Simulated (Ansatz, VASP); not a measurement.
**NbH2: VASP beside Ansatz**

```xyz
3
Lattice="0.0000 2.2451 2.2451 2.2451 0.0000 2.2451 2.2451 2.2451 0.0000" Properties=species:S:1:pos:R:3 pbc="T T T"
Nb    0.0000    0.0000    0.0000
H     1.1226    1.1226    1.1226
H     3.3677    3.3677    3.3677
```

Alike in both runs: task single point; functional PBEsol; k mesh 16 × 16 × 16; occupations fermi-dirac, width 0.15 eV; no spin polarisation.

```csv
,VASP,Ansatz
version,VASP 6.6.1,Ansatz 0.2.0
potentials or method,"VASP PAW PBE potentials, release 64 (Nb_sv, H), cutoff 520 eV","scalar-relativistic, plane waves, PAW"
valence electrons in the cell,15,15
```

```csv
,VASP,Ansatz,Ansatz less VASP
gap on the k mesh at the Fermi level (eV),none,none,-
pressure (GPa),3.5,4.0,+0.48
```

VASP's potentials were made for PBE, not for PBEsol. A gap of «none» marks a metal or a gap that the smearing closes.
